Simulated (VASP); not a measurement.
# NbH2 (Fm-3m) in VASP: further runs, part 2 of 2

VASP 6.6.1. Earlier steps stand in the parts before.

## (4) Single point, PBEsol (equal strain along all axes, cell held: +4.5 %)

Contents of INCAR:

```
PREC = Accurate
ENCUT = 520
EDIFF = 1E-7
ISMEAR = 0
SIGMA = 0.1
LREAL = False
LASPH = True
NELM = 100
ALGO = Normal
ISIF = 2
LWAVE = False
LCHARG = False
GGA = PS
NBANDS = 24
```

Contents of KPOINTS:

```
Automatic mesh
0
Gamma
  12 12 8
```

Contents of POSCAR:

```
NbH2
1.0
    2.3606297189      2.3606297189      0.0000000000
   -2.3606297189      2.3606297189      0.0000000000
    0.0000000000      0.0000000000      4.7212594378
Nb H
2 4
Direct
    0.0000000000      0.0000000000      0.0000000000
    0.5000000000      0.5000000000      0.5000000000
    0.0000000000      0.5000000000      0.7500000000
    0.5000000000      0.0000000000      0.7500000000
    0.5000000000      0.0000000000      0.2500000000
    0.0000000000      0.5000000000      0.2500000000
```

Potentials or basis: VASP PAW PBE potentials, release 64 (Nb_sv, H).

Command:

```
> cat potpaw_PBE.64/Nb_sv/POTCAR potpaw_PBE.64/H/POTCAR > POTCAR
> mpirun -np 1 vasp_std > vasp.out
```

OUTCAR:

```text
PREC = Accurate
   ENCUT = 520
   EDIFF = 1E-7
   ISMEAR = 0
   LREAL = False
   LASPH = True
   NELM = 100
   ISIF = 2
   GGA = PS

 ion  position               nearest neighbor table
   1  0.000  0.000  0.000-
   2  0.500  0.500  0.500-
   3  0.000  0.500  0.750-
   4  0.500  0.000  0.750-
   5  0.500  0.000  0.250-
   6  0.000  0.500  0.250-

  LATTYP: Found a simple tetragonal cell.
 ALAT       =     3.3384345642
 C/A-ratio  =     1.4142135624

  Lattice vectors:

 A1 = (   2.3606297189,   2.3606297189,   0.0000000000)
 A2 = (  -2.3606297189,   2.3606297189,   0.0000000000)
 A3 = (   0.0000000000,   0.0000000000,   4.7212594378)

Analysis of symmetry for initial positions (statically):
=====================================================================
 Subroutine PRICEL returns following result:

  LATTYP: Found a face centered cubic cell.
 ALAT       =     4.7212594378

  Lattice vectors:

 A1 = (   0.0000000000,  -2.3606297189,  -2.3606297189)
 A2 = (   2.3606297189,   0.0000000000,  -2.3606297189)
 A3 = (   2.3606297189,  -2.3606297189,   0.0000000000)

   2 primitive cells build up your supercell.

 Routine SETGRP: Setting up the symmetry group for a
 simple tetragonal supercell.

 Subroutine GETGRP returns: Found 16 space group operations
 (whereof 16 operations were pure point group operations)
 out of a pool of 16 trial point group operations.

The static configuration has the point symmetry D_4h.

Analysis of symmetry for dynamics (positions and initial velocities):
=====================================================================
 Subroutine PRICEL returns following result:

  LATTYP: Found a face centered cubic cell.
 ALAT       =     4.7212594378

  Lattice vectors:

 A1 = (   0.0000000000,  -2.3606297189,  -2.3606297189)
 A2 = (   2.3606297189,   0.0000000000,  -2.3606297189)
 A3 = (   2.3606297189,  -2.3606297189,   0.0000000000)

   2 primitive cells build up your supercell.

 Routine SETGRP: Setting up the symmetry group for a
 simple tetragonal supercell.

 Subroutine GETGRP returns: Found 16 space group operations
 (whereof 16 operations were pure point group operations)
 out of a pool of 16 trial point group operations.

The dynamic configuration has the point symmetry D_4h.

 Subroutine INISYM returns: Found 16 space group operations
 (whereof 16 operations are pure point group operations),
 and found     2 'primitive' translations

----------------------------------------------------------------------------------------

                                     Primitive cell

  volume of cell :      26.3096

  direct lattice vectors                    reciprocal lattice vectors
     0.000000000 -2.360629719 -2.360629719    -0.211807890 -0.211807890 -0.211807890
     2.360629719  0.000000000 -2.360629719     0.211807890  0.211807890 -0.211807890
     2.360629719 -2.360629719  0.000000000     0.211807890 -0.211807890  0.211807890

  length of vectors
[... 33 lines left out ...]

 Subroutine IBZKPT returns following result:
 ===========================================

 Found    140 irreducible k-points:

 Following reciprocal coordinates:
            Coordinates               Weight
  0.000000  0.000000  0.000000      1.000000
  0.083333  0.000000  0.000000      4.000000
  0.166667  0.000000  0.000000      4.000000
  0.250000  0.000000  0.000000      4.000000
  0.333333  0.000000  0.000000      4.000000
  0.416667  0.000000  0.000000      4.000000
[... 16 lines left out ...]
  0.333333  0.333333  0.000000      4.000000
  0.416667  0.333333  0.000000      8.000000
 [... further k-points ...]
   k-points           NKPTS =    140   k-points in BZ     NKDIM =    140   number of bands    NBANDS=     24
   number of dos      NEDOS =    301   number of ions     NIONS =      6
   total plane-waves  NPLWV =  28224
   dimension x,y,z NGX =    28 NGY =   28 NGZ =   36
   dimension x,y,z NGXF=    56 NGYF=   56 NGZF=   72
   ions per type =               2   4
   NGX,Y,Z   is equivalent  to a cutoff of  13.94, 13.94, 12.68 a.u.
   NGXF,Y,Z  is equivalent  to a cutoff of  27.89, 27.89, 25.35 a.u.
 SYSTEM =  unknown system
   PREC   = accura    normal or accurate (medium, high low for compatibility)
   ISTART =      0    job   : 0-new  1-cont  2-samecut
   ICHARG =      2    charge: 1-file 2-atom 10-const
   ISPIN  =      1    spin polarized calculation?
   LNONCOLLINEAR =      F non collinear calculations
   LSORBIT =      F    spin-orbit coupling
   LASPH  =      T    aspherical Exc in radial PAW
   ENCUT  =  520.0 eV  38.22 Ry    6.18 a.u.   6.21  6.21  8.78*2*pi/ulx,y,z
   NELM   =    100;   NELMIN=  2; NELMDL= -5     # of ELM steps
   EDIFF  = 0.1E-06   stopping-criterion for ELM
   LREAL  =      F    real-space projection
   EDIFFG = 0.1E-05   stopping-criterion for IOM
   NSW    =      0    number of steps for IOM
   IBRION =     -1    ionic relax: 0-MD 1-quasi-New 2-CG
   NFREE  =      0    steps in history (QN), initial steepest desc. (CG)
   ISIF   =      2    stress and relaxation
   ISYM   =      2    0-nonsym 1-usesym 2-fastsym
   POTIM  = 0.5000    time-step for ionic-motion
   TEBEG  =    0.0;   TEEND  =   0.0 temperature during run
   PSTRESS=    0.0 pullay stress
   NELECT =      30.0000    total number of electrons
   NUPDOWN=      -1.0000    fix difference up-down
   EMIN   =  10.00;   EMAX   =-10.00  energy-range for DOS
   EFERMI =   0.00;   METHOD = LEGACY
   ISMEAR =     0;   SIGMA  =   0.10  broadening in eV -4-tet -1-fermi 0-gaus
   EFERMI_NEDOS =   21; number of points for ismear=-14 and -15
   IALGO  =     38    algorithm
   IMIX   =      4    mixing-type and parameters
     AMIX     =   0.40;   BMIX     =  1.00
     AMIX_MAG =   1.60;   BMIX_MAG =  1.00
  volume/ion in A,a.u.               =       8.77        59.18
  Fermi-wavevector in a.u.,A,eV,Ry     =   1.357482  2.565269 25.072233  1.842757
  Thomas-Fermi vector in A             =   2.484397
   LORBIT       =      0    0 simple, 1 ext, 2 COOP (PROOUT), +10 PAW based schemes
   GGA     = PS    functional components
   LHFCALC =     F    Hartree Fock is set to
   AEXX    =    0.0000 exact exchange contribution
   IVDW    =     0    specifies the selected vdW correction
   LEPSILON=     F    determine dielectric tensor
   LRPA    =     F    only Hartree local field effects (RPA)
 non-spin polarized calculation
 Gauss-broadening in eV      SIGMA  =   0.10
  energy-cutoff  :      520.00
  volume of cell :       52.62
 maximum number of plane-waves:      1449
 NGX is ok and might be reduce to    28

 number of electron      29.9999999 magnetization

 Free energy of the ion-electron system (eV)
  ---------------------------------------------------
  ext. energy  EPLUGINS =         0.00000000
  ---------------------------------------------------
  free energy    TOTEN  =       -36.56086998 eV

  energy without entropy =      -36.54947077  energy(sigma->0) =      -36.55517037

 E-fermi :   8.6274     XC(G=0): -11.6711

 val. band max:        8.6127582176   @ k =   0.4167   0.0833   0.1250
 cond. band min:       8.6332861882   @ k =   0.2500   0.2500   0.0000
 fundamental gap:      0.0205279706
 Fermi energy:         8.6274387025

 k-point     1 :       0.0000    0.0000    0.0000
  band No.  band energies     occupation
      1     -46.8303      2.00000
      2     -46.7596      2.00000
      3     -23.1514      2.00000
      4     -22.8505      2.00000
      5     -22.8505      2.00000
      6     -22.6894      2.00000
[... 637 lines left out ...]
     23      16.1063      0.00000
     24      16.2716      0.00000

 [... further k-points ...]

------------------------ aborting loop because EDIFF is reached ----------------------------------------

  FORCE on cell =-STRESS in cart. coord.  units (eV):
  Direction    XX          YY          ZZ          XY          YZ          ZX
  --------------------------------------------------------------------------------------
  -------------------------------------------------------------------------------------
  Total       -6.4604663     -6.4604663     -6.4710146      0.0000000     -0.0000000      0.0000000
  in kB     -196.7119969   -196.7119969   -197.0331761      0.0000000     -0.0000000      0.0000000
  external PRESSURE =    -196.8190566 kB  Pullay stress =       0.0000000 kB

 VOLUME and BASIS-vectors are now :
 -----------------------------------------------------------------------------
  energy-cutoff  :      520.00
  volume of cell :       52.62
      direct lattice vectors                 reciprocal lattice vectors
     2.360629719  2.360629719  0.000000000     0.211807890  0.211807890  0.000000000
    -2.360629719  2.360629719  0.000000000    -0.211807890  0.211807890  0.000000000
     0.000000000  0.000000000  4.721259438     0.000000000  0.000000000  0.211807890

 POSITION                                       TOTAL-FORCE (eV/Angst)
 -----------------------------------------------------------------------------------
      0.00000      0.00000      0.00000        -0.000000     -0.000000     -0.000000
      0.00000      2.36063      2.36063        -0.000000      0.000000      0.000000
     -1.18031      1.18031      3.54094         0.000000      0.000000     -0.000000
      1.18031      1.18031      3.54094         0.000000      0.000000     -0.000000
      1.18031      1.18031      1.18031         0.000000      0.000000     -0.000000
     -1.18031      1.18031      1.18031         0.000000      0.000000     -0.000000
 -----------------------------------------------------------------------------------
    total drift:                               -0.000000      0.000000      0.000000

  FREE ENERGIE OF THE ION-ELECTRON SYSTEM (eV)
  ---------------------------------------------------
  free  energy   TOTEN  =       -36.5608699801 eV

  energy  without entropy=      -36.5494707696  energy(sigma->0) =      -36.55517037
```

It took 88 s on 1 thread of Intel Xeon 6975P-C (Granite Rapids), shared host; peak memory 0.27 GiB.

What came out:

| Item | Value |
| --- | --- |
| Free energy | -36.5609 eV |
| Pressure | -19.7 GPa |
| Band gap on the k mesh | zero (bands 15 and 16 overlap by 3.47 eV) |

Levels at points of the mesh, in eV from the Fermi level:
```
           k point  band 13  band 14  band 15  band 16  band 17  band 18
(0.00, 0.00, 0.00)    -1.22    -1.22    -1.22    -0.94     1.07     1.07
(0.50, 0.00, 0.00)    -1.72    -1.72     0.10     0.10     0.49     0.49
(0.50, 0.50, 0.00)    -3.87    -3.87     2.40     2.40     2.43     2.43
(0.00, 0.00, 0.50)    -1.03    -1.03     0.01     0.01     0.01     0.01
(0.50, 0.00, 0.50)    -1.07    -1.07    -1.07    -1.07     2.24     2.24
(0.50, 0.50, 0.50)    -2.81    -2.81     0.26     0.26     2.44     2.44
```

Caveat: the cell differs from its parent crystal (equal strain along all axes, cell held: +4.5 %); the cell stands under tension; the PAW data sets were made with another functional, which shifts forces and pressure a little.

## (5) Relaxation of cell and atoms, PBEsol

This run uses another cell than the first one: it holds 3 atoms, not 6.

Contents of INCAR:

```
SYSTEM = NbH2
PREC = Accurate
ENCUT = 600
EDIFF = 1E-7
ISMEAR = -1
SIGMA = 0.15
LREAL = .False.
LASPH = .True.
NELM = 60
ALGO = Normal
ISIF = 3
LWAVE = .False.
LCHARG = .False.
GGA = PS
IBRION = 2
NSW = 80
EDIFFG = -0.001
```

Contents of KPOINTS:

```
regular mesh
0
Gamma
  16 16 16
  0 0 0
```

Contents of POSCAR:

```
NbH2
1.0
    0.0000000000      2.2589758080      2.2589758080
    2.2589758080      0.0000000000      2.2589758080
    2.2589758080      2.2589758080      0.0000000000
Nb H
1 2
Direct
    0.0000000000      0.0000000000      0.0000000000
    0.2500000000      0.2500000000      0.2500000000
    0.7500000000      0.7500000000      0.7500000000
```

Command:

```
> cat potpaw_PBE.64/Nb_sv/POTCAR potpaw_PBE.64/H/POTCAR > POTCAR
> mpirun -np 1 vasp_std > vasp.out
```

It took 35 s on 1 thread of Intel Xeon 6975P-C (Granite Rapids), shared host; peak memory 0.19 GiB.

It converged, with:

- Free energy: -18.5394 eV
- Relaxed volume: 7.68 Å³/atom
- Relaxed cell: a = 3.194 Å, b = 3.194 Å, c = 3.194 Å, α = 60.00°, β = 60.00°, γ = 60.00°
- Space group after relaxing (to 0.1 Å): Fm-3m (No. 225)
- Energy gained by relaxing: 0.0 meV/atom
- Ionic steps: 2
- Pressure after relaxing: 0.0 GPa
- Band gap on the k mesh: zero (an odd number of electrons rules out a gap without spin polarisation)

Final structure:
```yaml
crystal:
  lattice:
    - [0.00000, 2.25885, 2.25885]
    - [2.25885, 0.00000, 2.25885]
    - [2.25885, 2.25885, 0.00000]
  atoms:
    - { symbol: Nb, position: [0.00000, 0.00000, 0.00000] }
    - { symbol: H, position: [0.25000, 0.25000, 0.25000] }
    - { symbol: H, position: [0.75000, 0.75000, 0.75000] }
```

Levels at points of the mesh, in eV from the Fermi level:
| k point | band 5 | band 6 | band 7 | band 8 | band 9 | band 10 |
| --- | --- | --- | --- | --- | --- | --- |
| (0.00, 0.00, 0.00) | -10.82 | -1.39 | -1.39 | -1.39 | -1.09 | 1.34 |
| (0.50, 0.00, 0.00) | -8.52 | -4.90 | -1.24 | -1.24 | 2.78 | 2.78 |
| (0.50, 0.50, 0.00) | -7.67 | -4.96 | -4.48 | 2.97 | 3.03 | 3.03 |

Caveat: the PAW data sets were made with another functional, which shifts forces and pressure a little.

## (6) Relaxation of cell and atoms, PBEsol

This run uses another cell than the first one: it holds 3 atoms, not 6.

Contents of INCAR:

```
SYSTEM = NbH2
ALGO = Normal
EDIFF = 1E-7
EDIFFG = -0.005
ENCUT = 600
GGA = PS
IBRION = 2
ISIF = 3
ISMEAR = 0
LASPH = .TRUE.
LCHARG = .FALSE.
LREAL = .FALSE.
LWAVE = .FALSE.
NELM = 80
NSW = 100
PREC = Accurate
SIGMA = 0.1
```

Contents of KPOINTS:

```
k-points
0
G
  16 16 16
  0 0 0
```

Contents of POSCAR:

```
NbH2
1.0
    0.0000000000      2.2815000000      2.2815000000
    2.2815000000      0.0000000000      2.2815000000
    2.2815000000      2.2815000000      0.0000000000
Nb H
1 2
Direct
    0.0000000000      0.0000000000      0.0000000000
    0.2500000000      0.2500000000      0.2500000000
    0.7500000000      0.7500000000      0.7500000000
```

Potentials or basis: VASP PAW PBE potentials, release 64 (Nb_sv, H).

Command:

```
> cat potpaw_PBE.64/Nb_sv/POTCAR potpaw_PBE.64/H/POTCAR > POTCAR
> mpirun -np 1 vasp_std > vasp.out
```

Wall time 60 s (1 thread of Intel Xeon 6975P-C (Granite Rapids), shared host); peak memory 0.21 GiB.

The run converged. Its results:

```yaml
Free_energy: -18.5059 eV
Relaxed_volume: 7.67 Å³/atom
Relaxed_cell: a = 3.193 Å, b = 3.193 Å, c = 3.193 Å, α = 60.00°, β = 60.00°, γ = 60.00°
Space_group_after_relaxing_to_0.1_Å: Fm-3m (No. 225)
Energy_gained_by_relaxing: 4.5 meV/atom
Ionic_steps: 3
Pressure_after_relaxing: 0.0 GPa
Band_gap_on_the_k_mesh: zero (an odd number of electrons rules out a gap without spin polarisation)
```

Step by step:
```csv
step,energy change (eV),largest force (eV/Å),pressure (GPa),volume (Å³)
1,0.0000,0.0000,-5.72,23.75
2,-0.0122,0.0000,1.89,22.79
3,-0.0135,0.0000,0.00,23.01
```

Final structure:
```
Nb H
1.0
     0.00000    2.25760    2.25760
     2.25760    0.00000    2.25760
     2.25760    2.25760    0.00000
Nb H
1 2
Direct
  0.00000 0.00000 0.00000
  0.25000 0.25000 0.25000
  0.75000 0.75000 0.75000
```

Levels at points of the mesh, in eV from the Fermi level:
```
           k point  band 5  band 6  band 7  band 8  band 9  band 10  band 11
(0.00, 0.00, 0.00)  -10.87   -1.43   -1.43   -1.43   -1.13     1.31     1.31
(0.50, 0.00, 0.00)   -8.57   -4.93   -1.28   -1.28    2.75     2.75     5.09
(0.50, 0.50, 0.00)   -7.71   -4.99   -4.53    2.94    3.00     3.00     7.23
```

Caveat: the PAW data sets were made with another functional, which shifts forces and pressure a little.

## (7) Summary

```csv
task,cell,k mesh,cutoff (eV),smearing,gap on the mesh (eV),pressure (GPa),relaxed volume (Å³/atom)
single point,"a = 3.243, b = 3.243, c = 4.586 Å, 6 atoms, atomic positions A",12 × 12 × 8,520,gaussian 0.1 eV,none,-8.2,-
single point,"a = 3.291, b = 3.291, c = 4.653 Å, 6 atoms, atomic positions A",12 × 12 × 8,520,gaussian 0.1 eV,none,-14.6,-
single point,"a = 3.338, b = 3.338, c = 4.721 Å, 6 atoms, atomic positions A",12 × 12 × 8,520,gaussian 0.1 eV,none,-19.7,-
relaxation of cell and atoms,"relaxed from a = 3.195 Å, angles 60.0°, 3 atoms, atomic positions B",16 × 16 × 16,600,fermi-dirac 0.15 eV,none,0.0,7.68
relaxation of cell and atoms,"relaxed from a = 3.227 Å, angles 60.0°, 3 atoms, atomic positions B",16 × 16 × 16,600,gaussian 0.1 eV,none,0.0,7.67
```

Alike in all rows: level PBEsol; potentials or basis VASP PAW PBE potentials, release 64 (Nb_sv, H); no spin polarisation.

Caveats: the PAW data sets were made with another functional, which shifts forces and pressure a little; the cell stands under tension (at least some runs).

Absolute energies hang on the potentials; compare differences alone.
